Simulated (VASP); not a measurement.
# BN (P6_3/mmc) in VASP: further runs

The runs below take BN through G0W0 quasiparticle levels, with PBE.

Everything below comes from runs of VASP 6.6.1. Logs are shortened: lines on timing, memory, paths and dates and some standing lists are left out, and cuts for length are marked.

## Step 1: The cell of the first run

The structure is hexagonal, space group P6_3/mmc (No. 194). Conventional cell: a = 2.501 Å, b = 2.501 Å, c = 6.524 Å, α = 90.00°, β = 90.00°, γ = 120.00°. B (site symmetry -6m2) has 3 N at 1.44 Å within 1.9 Å. Within 1.9 Å of N (site symmetry -6m2) lie 3 B at 1.44 Å.

## Step 2: G0W0 quasiparticle levels, PBE

Contents of POSCAR:

```
BN
1.0
    2.5005826212      0.0000000000      0.0000000000
   -1.2502913106      2.1655680743      0.0000000000
    0.0000000000      0.0000000000      6.5236378854
B N
2 2
Direct
    0.3333333333      0.6666666667      0.2500000000
    0.6666666667      0.3333333333      0.7500000000
    0.3333333333      0.6666666667      0.7500000000
    0.6666666667      0.3333333333      0.2500000000
```

Contents of INCAR.step1:

```
ALGO = Normal ; EDIFF = 1E-8
ENCUT = 500 ; GGA = PE
ISMEAR = 0 ; LASPH = True
LCHARG = False ; LREAL = False
LWAVE = True ; NELM = 80
PREC = Accurate ; SIGMA = 0.01
```

Contents of INCAR.step2:

```
ALGO = Exact ; EDIFF = 1E-8
ENCUT = 500 ; GGA = PE
ISMEAR = 0 ; ISTART = 1
LASPH = True ; LCHARG = False
LOPTICS = True ; LREAL = False
LWAVE = True ; NBANDS = 140
NELM = 1 ; PREC = Accurate
SIGMA = 0.01
```

Contents of INCAR.step3:

```
ALGO = EVGW0 ; EDIFF = 1E-8
ENCUT = 500 ; ENCUTGW = 140.0
GGA = PE ; ISMEAR = 0
ISTART = 1 ; LASPH = True
LCHARG = False ; LREAL = False
LWAVE = False ; NBANDS = 140
NBANDSGW = 16 ; NELMGW = 1
NOMEGA = 96 ; OMEGAMAX = 20
PREC = Accurate ; PRECFOCK = Fast
SIGMA = 0.01
```

Contents of KPOINTS:

```
k-points
0
Gamma
  6 6 2
```

Potentials or basis: VASP PAW PBE potentials, release 64 (B_GW, N_GW).

On the command line:

```
$ cat potpaw_PBE.64/B_GW/POTCAR potpaw_PBE.64/N_GW/POTCAR > POTCAR
$ cp INCAR.step1 INCAR
$ mpirun -np 1 vasp_std > vasp.out
$ cp INCAR.step2 INCAR
$ mpirun -np 1 vasp_std > vasp.out
$ cp INCAR.step3 INCAR
$ mpirun -np 1 vasp_std > vasp.out
```

OUTCAR:

```text
EDIFF = 1E-8
   ENCUT = 500
   ENCUTGW = 140.0
   GGA = PE
   ISMEAR = 0
   ISTART = 1
   LASPH = True
   LREAL = False
   NELMGW = 1
   PREC = Accurate
   PRECFOCK = Fast

 ion  position               nearest neighbor table
   1  0.333  0.667  0.250-   4 1.44   4 1.44   4 1.44
   2  0.667  0.333  0.750-   3 1.44   3 1.44   3 1.44
   3  0.333  0.667  0.750-   2 1.44   2 1.44   2 1.44
   4  0.667  0.333  0.250-   1 1.44   1 1.44   1 1.44

  LATTYP: Found a hexagonal cell.
 ALAT       =     2.5005826212
 C/A-ratio  =     2.6088471663

  Lattice vectors:

 A1 = (   2.5005826212,   0.0000000000,   0.0000000000)
 A2 = (  -1.2502913106,   2.1655680743,   0.0000000000)
 A3 = (   0.0000000000,   0.0000000000,   6.5236378854)

Analysis of symmetry for initial positions (statically):
=====================================================================
 Subroutine PRICEL returns:
 Original cell was already a primitive cell.

 Routine SETGRP: Setting up the symmetry group for a
 hexagonal supercell.

 Subroutine GETGRP returns: Found 24 space group operations
 (whereof 12 operations were pure point group operations)
 out of a pool of 24 trial point group operations.

The static configuration has the point symmetry D_3d.
 The point group associated with its full space group is D_6h.

Analysis of symmetry for dynamics (positions and initial velocities):
=====================================================================
 Subroutine PRICEL returns:
 Original cell was already a primitive cell.

 Routine SETGRP: Setting up the symmetry group for a
 hexagonal supercell.

 Subroutine GETGRP returns: Found 24 space group operations
 (whereof 12 operations were pure point group operations)
 out of a pool of 24 trial point group operations.

The dynamic configuration has the point symmetry D_3d.
 The point group associated with its full space group is D_6h.

 Subroutine INISYM returns: Found 24 space group operations
 (whereof 12 operations are pure point group operations),
 and found     1 'primitive' translations

----------------------------------------------------------------------------------------

                                     Primitive cell

  volume of cell :      35.3267

  direct lattice vectors                    reciprocal lattice vectors
     2.500582621  0.000000000  0.000000000     0.399906802  0.230886300  0.000000000
    -1.250291311  2.165568074  0.000000000     0.000000000  0.461772600  0.000000000
     0.000000000  0.000000000  6.523637885     0.000000000  0.000000000  0.153288704

  length of vectors
     2.500582621  2.500582621  6.523637885     0.461772600  0.461772600  0.153288704

  position of ions in fractional coordinates (direct lattice)
     0.333333333  0.666666667  0.250000000
     0.666666667  0.333333333  0.750000000
     0.333333333  0.666666667  0.750000000
     0.666666667  0.333333333  0.250000000

  ion indices of the primitive-cell ions
   primitive index   ion index
                 1           1
                 2           2
                 3           3
                 4           4

----------------------------------------------------------------------------------------

 KPOINTS: k-points

Automatic generation of k-mesh.
 Grid dimensions read from file:
 generate k-points for:    6    6    2

 Generating k-lattice:

  Cartesian coordinates                     Fractional coordinates (reciprocal lattice)
     0.066651134  0.038481050  0.000000000     0.166666667  0.000000000  0.000000000
     0.000000000  0.076962100  0.000000000     0.000000000  0.166666667  0.000000000
     0.000000000  0.000000000  0.076644352     0.000000000  0.000000000  0.500000000

  Length of vectors
     0.076962100  0.076962100  0.076644352

  Shift w.r.t. Gamma in fractional coordinates (k-lattice)
     0.000000000  0.000000000  0.000000000

 Subroutine IBZKPT returns following result:
 ===========================================

 Found     14 irreducible k-points:

 Following reciprocal coordinates:
            Coordinates               Weight
  0.000000  0.000000  0.000000      1.000000
  0.166667  0.000000  0.000000      6.000000
  0.333333  0.000000  0.000000      6.000000
  0.500000  0.000000  0.000000      3.000000
  0.166667  0.166667  0.000000      6.000000
  0.333333  0.166667  0.000000     12.000000
  0.333333  0.333333  0.000000      2.000000
  0.000000  0.000000  0.500000      1.000000
  0.166667  0.000000  0.500000      6.000000
  0.333333  0.000000  0.500000      6.000000
  0.500000  0.000000  0.500000      3.000000
  0.166667  0.166667  0.500000      6.000000
  0.333333  0.166667  0.500000     12.000000
  0.333333  0.333333  0.500000      2.000000
   k-points           NKPTS =     14   k-points in BZ     NKDIM =     72   number of bands    NBANDS=    140
   number of dos      NEDOS =    301   number of ions     NIONS =      4
   total plane-waves  NPLWV =  15552
   dimension x,y,z NGX =    18 NGY =   18 NGZ =   48
   dimension x,y,z NGXF=    36 NGYF=   36 NGZF=   96
   ions per type =               2   2
   NGX,Y,Z   is equivalent  to a cutoff of  11.97, 11.97, 12.23 a.u.
   NGXF,Y,Z  is equivalent  to a cutoff of  23.93, 23.93, 24.46 a.u.
 SYSTEM =  unknown system
   PREC   = accura    normal or accurate (medium, high low for compatibility)
   ISTART =      1    job   : 0-new  1-cont  2-samecut
   ICHARG =      0    charge: 1-file 2-atom 10-const
   ISPIN  =      1    spin polarized calculation?
   LNONCOLLINEAR =      F non collinear calculations
   LSORBIT =      F    spin-orbit coupling
   LASPH  =      T    aspherical Exc in radial PAW
   ENCUT  =  500.0 eV  36.75 Ry    6.06 a.u.   4.56  4.56 11.89*2*pi/ulx,y,z
   NELM   =     60;   NELMIN=  2; NELMDL=  0     # of ELM steps
   EDIFF  = 0.1E-07   stopping-criterion for ELM
   LREAL  =      F    real-space projection
   EDIFFG = 0.1E-06   stopping-criterion for IOM
   NSW    =      0    number of steps for IOM
   IBRION =     -1    ionic relax: 0-MD 1-quasi-New 2-CG
   NFREE  =      0    steps in history (QN), initial steepest desc. (CG)
   ISIF   =      0    stress and relaxation
   ISYM   =      3    0-nonsym 1-usesym 2-fastsym
   POTIM  = 0.5000    time-step for ionic-motion
   TEBEG  =    0.0;   TEEND  =   0.0 temperature during run
   PSTRESS=    0.0 pullay stress
   NELECT =      16.0000    total number of electrons
   NUPDOWN=      -1.0000    fix difference up-down
   EMIN   =  10.00;   EMAX   =-10.00  energy-range for DOS
   EFERMI =   0.00;   METHOD = LEGACY
   ISMEAR =     0;   SIGMA  =   0.01  broadening in eV -4-tet -1-fermi 0-gaus
   EFERMI_NEDOS =   21; number of points for ismear=-14 and -15
   IALGO  =     38    algorithm
   IMIX   =      4    mixing-type and parameters
     AMIX     =   0.40;   BMIX     =  1.00
     AMIX_MAG =   1.60;   BMIX_MAG =  1.00
  volume/ion in A,a.u.               =       8.83        59.60
  Fermi-wavevector in a.u.,A,eV,Ry     =   1.257227  2.375815 21.505653  1.580621
  Thomas-Fermi vector in A             =   2.390897
   LORBIT       =      0    0 simple, 1 ext, 2 COOP (PROOUT), +10 PAW based schemes
   GGA     = PE    functional components
   LHFCALC =     T    Hartree Fock is set to
   PRECFOCK=fast      Normal, Fast or Accurate (Low or Medium for compatibility)
   ENCUT4O =  -1.0   cutoff for four orbital integrals eV
   NKREDX  =     1    reduce k-point grid by
   NKREDY  =     1    reduce k-point grid by
   NKREDZ  =     1    reduce k-point grid by
   AEXX    =    1.0000 exact exchange contribution
   HFSCREEN=    0.0000 screening length (either q_TF or 0.3 A-1)
   HFSCREENC=   0.0000 screening length for correlation (either q_TF or 0.3 A-1)
   ENCUTFOCK=  -1.0 apply spherical cutoff to Coloumb kernel
   IVDW    =     0    specifies the selected vdW correction
   LEPSILON=     F    determine dielectric tensor
   LRPA    =     F    only Hartree local field effects (RPA)
   LRPAFORCE           =     F    calculate RPA forces
   ENCUTGW             = 140.0    cutoff for response function in eV
   ENCUTGWSOFT         = 112.0    soft cutoff for Coulomb kernel in GW response function in eV
   ENCUTLF             =  -1.0    cutoff for local field effects
   NELMGW              =     1    number of iterations in solving QP/BSE equation
   NELMHF              =     1    number of iterations in the inner HF iteration
   NKREDLFX            =     1    NKREDLFY  =   1   NKREDLFZ  =   1
 non-spin polarized calculation
 Gauss-broadening in eV      SIGMA  =   0.01
  energy-cutoff  :      500.00
  volume of cell :       35.33
 maximum number of plane-waves:       924
  NGX = 12; NGY = 12; NGZ = 32
   NGX =  9   NGY =  9   NGZ = 23
 maximum number of plane-waves:       156
 NGX is ok and might be reduce to    10

 QP shifts <psi_nk| G(iteration)W_0 |psi_nk>: iteration 1
 for sc-GW calculations column KS-energies equals QP-energies in previous step
 and V_xc(KS)=  KS-energies - (<T + V_ion + V_H > + <T+V_H+V_ion>^1  + <V_x>^1)

 k-point   1 :       0.0000    0.0000    0.0000
  band No.  KS-energies  QP-energies   sigma(KS)   V_xc(KS)     V^pw_x(r,r')   Z            occupation Imag(sigma)

      1     -15.3735     -17.1971     -18.4091     -15.9340     -26.6207       0.7368       2.0000       1.1833
      2     -15.0379     -16.8348     -18.7324     -16.3001     -26.9031       0.7388       2.0000       1.1131
      3      -3.8403      -5.1153     -14.1486     -12.3538     -18.2779       0.7104       2.0000       0.2082
      4      -1.5286      -2.6777     -16.0442     -14.4931     -19.5844       0.7408       2.0000       0.0867
      5       1.1433       0.1040     -19.4716     -18.1638     -22.6365       0.7946       2.0000       0.0409
      6       1.1433       0.1040     -19.4716     -18.1638     -22.6365       0.7946       2.0000       0.0409
[... 8 lines left out ...]
     15      14.8648      16.0135     -12.8981     -14.4001      -7.1312       0.7648       0.0000      -0.1411
     16      15.5791      16.7793     -13.1413     -14.8400      -6.0100       0.7065       0.0000      -0.5078

 k-point   2 :       0.1667    0.0000    0.0000
  band No.  KS-energies  QP-energies   sigma(KS)   V_xc(KS)     V^pw_x(r,r')   Z            occupation Imag(sigma)

      1     -14.8343     -16.6692     -18.5266     -16.0726     -26.5820       0.7477       2.0000       1.1447
      2     -14.5194     -16.2783     -18.8311     -16.4218     -26.8532       0.7300       2.0000       1.0726
      3      -3.0966      -4.3574     -14.2994     -12.5321     -18.1356       0.7134       2.0000       0.1518
      4      -0.8707      -1.9882     -16.1715     -14.6832     -19.4854       0.7509       2.0000       0.0752
      5      -0.8375      -2.0637     -18.9354     -17.3618     -22.4883       0.7792       2.0000       0.0550
      6      -0.7880      -2.0034     -18.9652     -17.4079     -22.5010       0.7804       2.0000       0.0547
[... 8 lines left out ...]
     15      16.4061      18.1627     -12.6404     -14.8778      -7.1974       0.7851       0.0000      -0.0914
     16      16.4673      17.7272     -13.0600     -14.7228      -7.1047       0.7577       0.0000      -0.2091

 k-point   3 :       0.3333    0.0000    0.0000
  band No.  KS-energies  QP-energies   sigma(KS)   V_xc(KS)     V^pw_x(r,r')   Z            occupation Imag(sigma)

      1     -13.3758     -15.1154     -18.9019     -16.5579     -26.6024       0.7422       2.0000       1.0345
      2     -13.1340     -14.8454     -19.1614     -16.8467     -26.8323       0.7394       2.0000       0.9873
      3      -4.4416      -5.8595     -18.0906     -16.1573     -22.5687       0.7335       2.0000       0.1128
      4      -4.3459      -5.7571     -18.1979     -16.2849     -22.6599       0.7377       2.0000       0.1092
      5      -1.1265      -2.3315     -18.8704     -17.3224     -22.5053       0.7784       2.0000       0.0549
      6      -1.0541      -2.2495     -18.9330     -17.4017     -22.5569       0.7807       2.0000       0.0545
[... 194 lines left out ...]
      1     -12.1990     -13.9592     -19.4393     -17.2033     -26.9130       0.7872       2.0000       0.9796
      2     -12.1990     -13.9592     -19.4393     -17.2033     -26.9130       0.7872       2.0000       0.9796
      3      -5.5952      -7.0379     -17.7365     -15.7385     -22.4983       0.7221       2.0000       0.1487
      4      -5.5952      -7.0379     -17.7365     -15.7385     -22.4983       0.7221       2.0000       0.1487
      5      -2.8292      -4.1757     -18.3538     -16.5873     -22.3431       0.7622       2.0000       0.0716
      6      -2.8292      -4.1757     -18.3538     -16.5873     -22.3431       0.7622       2.0000       0.0716
[... 8 lines left out ...]
     15      18.7846      19.7724     -10.1590     -11.4065      -4.5554       0.7918       0.0000      -0.2803
     16      18.7846      19.7724     -10.1590     -11.4065      -4.5554       0.7918       0.0000      -0.2803

 k-point  14 :       0.3333    0.3333    0.5000
  band No.  KS-energies  QP-energies   sigma(KS)   V_xc(KS)     V^pw_x(r,r')   Z            occupation Imag(sigma)

      1     -11.5186     -13.3259     -19.8182     -17.6444     -27.1889       0.8314       2.0000       0.9846
      2     -11.5186     -13.3259     -19.8182     -17.6444     -27.1889       0.8314       2.0000       0.9846
      3      -5.4454      -6.7820     -17.4314     -15.6013     -22.0184       0.7304       2.0000       0.1415
      4      -5.4454      -6.7820     -17.4314     -15.6013     -22.0184       0.7304       2.0000       0.1415
      5      -4.6906      -6.2490     -18.0067     -15.8907     -22.5306       0.7365       2.0000       0.1052
      6      -4.6906      -6.2490     -18.0067     -15.8907     -22.5306       0.7365       2.0000       0.1052
[... 8 lines left out ...]
     15      20.2743      21.3902     -11.5159     -12.9355      -5.9011       0.7860       0.0000      -0.2618
     16      20.2743      21.3902     -11.5159     -12.9355      -5.9011       0.7860       0.0000      -0.2618
```

It took 1.8 min on 1 thread of Intel Xeon 6975P-C (Granite Rapids), shared host; peak memory 0.45 GiB.

What came out:

```yaml
Quasiparticle_gap: 5.74 eV
Least_direct_quasiparticle_gap: 6.18 eV
Band_gap_of_the_starting_levels_on_the_mesh: 4.27 eV
Least_direct_gap_of_the_starting_levels_on_the_mesh: 4.66 eV
```

Caveat: the k points lie up to 0.48 Å⁻¹ apart; bands, screening cutoff and mesh are small and nothing is extrapolated, so the quasiparticle values aren't converged.

[end of part 1 of 3]
